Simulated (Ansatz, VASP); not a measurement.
## One calculation of TaPtSe4, two programs

File INCAR:

```
SYSTEM = TaPtSe4
ALGO     = Normal         ! electronic algorithm
EDIFF    = 1E-7           ! SCF threshold, eV
EDIFFG   = -0.04          ! ionic threshold
ENCUT    = 600            ! plane-wave cutoff, eV
GGA      = PE             ! functional
IBRION   = 2              ! ionic algorithm
ISIF     = 3              ! what is computed and relaxed
ISMEAR   = 0              ! smearing method
LASPH    = .TRUE.         ! aspherical terms in the spheres
LCHARG   = .FALSE.        ! write CHGCAR
LREAL    = .FALSE.        ! projectors in reciprocal space
LWAVE    = .FALSE.        ! write WAVECAR
NELM     = 100            ! most SCF steps
NSW      = 90             ! ionic steps
PREC     = Accurate       ! precision mode
SIGMA    = 0.1            ! smearing width, eV
```

The input KPOINTS:

```
k-points
0
G
  4 4 4
  0 0 0
```

File POSCAR:

```
TaPtSe4
1.0
    0.0000000000      4.0431486900      4.0431486900
    4.0431486900      0.0000000000      4.0431486900
    4.0431486900      4.0431486900      0.0000000000
Ta Pt Se
1 1 4
Direct
    0.2500000000      0.2500000000      0.2500000000
    0.0000000000      0.0000000000      0.0000000000
    0.1226459100      0.6257847000      0.6257847000
    0.6257847000      0.1226459100      0.6257847000
    0.6257847000      0.6257847000      0.1226459100
    0.6257847000      0.6257847000      0.6257847000
```

Input for Ansatz:

```yaml
crystal:
  lattice:
    - [0.0, 4.04314869, 4.04314869]
    - [4.04314869, 0.0, 4.04314869]
    - [4.04314869, 4.04314869, 0.0]
  atoms:
    - { symbol: Ta, position: [0.25, 0.25, 0.25] }
    - { symbol: Pt, position: [0.0, 0.0, 0.0] }
    - { symbol: Se, position: [0.12264591, 0.6257847, 0.6257847] }
    - { symbol: Se, position: [0.6257847, 0.12264591, 0.6257847] }
    - { symbol: Se, position: [0.6257847, 0.6257847, 0.12264591] }
    - { symbol: Se, position: [0.6257847, 0.6257847, 0.6257847] }
basis:
  ecutwfc: 420
kpoints:
  mp_grid: { grid: [4, 4, 4] }
hamiltonian:
  xc: pbe
scf:
  occupations: { method: gaussian, width: 0.1 }
  lower_state_search: "off"
output:
  forces: true
  stress: true
  eigenvalues: true
relax:
  adjacent_minimum: "off"
  f_tol: 0.04
  max_steps: 70
  cell: { stress_tol: 0.4 }
```

Change from the starting cell: species swapped into the HoCu4Au type (F-43m, No. 216).

Alike in both runs: task relaxation of cell and atoms; functional PBE; k mesh 4 × 4 × 4; occupations gaussian, width 0.1 eV; no spin polarisation.

|  | VASP | Ansatz |
| --- | --- | --- |
| version | VASP 6.6.1 | Ansatz 0.2.0 |
| potentials or method | VASP PAW PBE potentials, release 64 (Ta_pv, Pt, Se), cutoff 600 eV | scalar-relativistic, plane waves, PAW |
| valence electrons in the cell | 45 | 95 |

```csv
,VASP,Ansatz,Ansatz less VASP
"gap on the k mesh at the Fermi level, each at its own relaxed structure (eV)",none,none,-
relaxed volume (Å³/atom),19.41,19.41,+0.001
relaxed cell length with the largest relative difference (Å),5.482,5.482,+0.0001
```

A gap of «none» marks a metal or a gap that the smearing closes. VASP's potentials hold 45 valence electrons a cell and Ansatz's 95, so a difference there can come from the potentials and not from the codes.

Spin-orbit coupling is off throughout.
